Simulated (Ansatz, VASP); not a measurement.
## Ge in VASP and in Ansatz

```
Ge
1.0
     0.00000    2.01210    2.01210
     2.01210    0.00000    2.01210
     2.01210    2.01210    0.00000
Ge
1
Cartesian
  0.0000 0.0000 0.0000
```

Alike in both runs: task single point; functional PBEsol; k mesh 15 × 15 × 15; occupations fermi-dirac, width 0.1 eV; no spin polarisation.

|  | VASP | Ansatz |
| --- | --- | --- |
| version | VASP 6.6.1 | Ansatz 0.2.0 |
| potentials or method | VASP PAW PBE potentials, release 64 (Ge_d), cutoff 520 eV | plane waves (420 eV) with PAW, scalar-relativistic |
| valence electrons in the cell | 14 | 14 |

Ansatz gave:

| Quantity | Value |
| --- | --- |
| pressure (GPa) | 12.7 |

Which values does VASP return?

Pressure (GPa): 12.8.

VASP's potentials were made for PBE, not for PBEsol, and Ansatz warns of the same on its side. With one functional, cell and mesh, what is left measures potentials, basis and numerics.
